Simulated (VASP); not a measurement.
A run of VASP 6.6.1 is set up as follows.

File INCAR:

```
PREC = Accurate
ENCUT = 520
EDIFF = 1E-7
ISMEAR = -1
SIGMA = 0.02
LREAL = F
LASPH = T
NELM = 60
ALGO = Normal
ISIF = 2
LWAVE = F
LCHARG = F
GGA = PE
NBANDS = 11
```

The input KPOINTS:

```
regular mesh
0
Gamma
  8 8 8
```

POSCAR

```
MgS
1.0
    0.0000000000      2.7365365106      2.7365365106
    2.7365365106      0.0000000000      2.7365365106
    2.7365365106      2.7365365106      0.0000000000
Mg S
1 1
Direct
    0.0000000000      0.0000000000      0.0000000000
    0.5000000000      0.5000000000      0.5000000000
```

Potentials or basis: VASP PAW PBE potentials, release 64 (Mg, S).

Launch:

```console
$ cat potpaw_PBE.64/Mg/POTCAR potpaw_PBE.64/S/POTCAR > POTCAR
$ mpirun -np 1 vasp_std > vasp.out
```

Question: Estimate the pressure.

Answer: -7.9 GPa.

Question: Estimate the band gap on the k mesh.

Answer: 2.43 eV, indirect (least direct gap 2.62 eV).

Caveat: the cell differs from its parent crystal (strain +5.2%). A k mesh can miss the band edges.
